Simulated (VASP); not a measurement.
Set up this calculation in VASP 6.6.1, as the native input.

```yaml
Task: electric field gradients
Functional: PBE
Potentials_or_basis: VASP PAW PBE potentials, release 64 (Se)
Cutoff: 520 eV
k_mesh: 8 × 8 × 6
Occupations: fermi-dirac, width 0.03 eV
Spin: no spin polarisation
Dipole_correction: no
Further_INCAR_settings: ALGO = Normal; EDIFF = 1e-08; NBANDS = 16
```

The structure of Se lies in POSCAR:

```
Se
1.0
    4.3551696776     -0.0217758484     -0.0217758484
   -2.1964432767      3.7825755028     -0.0079705137
   -0.0247472500     -0.0247472500      4.9494500000
Se
3
Direct
    0.2170000000      0.0000000000      0.1666666667
    0.0000000000      0.2170000000      0.8333333333
    0.7830000000      0.7830000000      0.5000000000
```

This cell differs from its parent crystal: equal xy, yz and zx shear strains of -1 %.

The input as run:

INCAR

```
PREC = Accurate
ENCUT = 520
EDIFF = 1E-8
ISMEAR = -1
SIGMA = 0.03
LREAL = F
LASPH = T
NELM = 80
ALGO = Normal
ISIF = 2
LWAVE = F
LCHARG = F
GGA = PE
LEFG = T
NBANDS = 16
```

KPOINTS

```
regular mesh
0
Gamma
  8 8 6
```

Potentials or basis: VASP PAW PBE potentials, release 64 (Se).

Command:

```sh
$ cat potpaw_PBE.64/Se/POTCAR > POTCAR
$ mpirun -np 1 vasp_std > vasp.out
```

Results of the run:

```json
{
  "Pressure": "5.7 GPa",
  "Largest force": "1.247 eV/Å",
  "Band gap on the k mesh": "1.08 eV (least direct gap 1.17 eV)",
  "Largest electric field gradient by atom": "Se -498.2, -487.1, -493.8 V/Å²"
}
```

Caveat: the cell differs from its parent crystal (equal xy, yz and zx shear strains of -1 %); the cell stands under pressure; without QUAD_EFG the Cq values of the log hold for a quadrupole moment of 1 mb, not for the nuclei; forces of over 1 eV/Å act on the atoms, so gaps and moduli don't describe the material at rest.

Wall time 3.8 min on 1 thread of Intel(R) Xeon(R) Platinum 8488C (Sapphire Rapids), on a shared host, peak memory 0.34 GiB.
